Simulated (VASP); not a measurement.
A run of VASP 6.6.1 is set up as follows.

Contents of INCAR:

```
PREC = Accurate
ENCUT = 600
EDIFF = 1E-6
ISMEAR = -1
SIGMA = 0.08
LREAL = False
LASPH = True
NELM = 100
ALGO = Normal
ISIF = 3
LWAVE = False
LCHARG = False
GGA = CA
IBRION = 2
NSW = 60
EDIFFG = -0.005
PSTRESS = 350.0
```

The input KPOINTS:

```
regular mesh
0
Gamma
  17 17 17
```

POSCAR

```
Cd
1.0
   -1.5711389504      1.5711389504      1.5711389504
    1.5711389504     -1.5711389504      1.5711389504
    1.5711389504      1.5711389504     -1.5711389504
Cd
1
Direct
    0.0000000000      0.0000000000      0.0000000000
```

Potentials or basis: VASP PAW LDA potentials, release 64 (Cd).

Command:

```sh
$ cat potpaw_LDA.64/Cd/POTCAR > POTCAR
$ mpirun -np 1 vasp_std > vasp.out
```

Estimate the band gap on the k mesh.

zero (bands 6 and 7 overlap by 3.43 eV).

Estimate the space group after relaxing (to 0.1 Å).

Im-3m (No. 229).

What does it give for the relaxed cell?

a = 2.736 Å, b = 2.736 Å, c = 2.736 Å, α = 109.47°, β = 109.47°, γ = 109.47°.

Final structure:
```
CELL_PARAMETERS angstrom
-1.57980 1.57980 1.57980
1.57980 -1.57980 1.57980
1.57980 1.57980 -1.57980
ATOMIC_POSITIONS crystal
Cd 0.00000 0.00000 0.00000
```

Caveat: the cell is relaxed towards a set pressure, so the run minimises the enthalpy, not the energy.
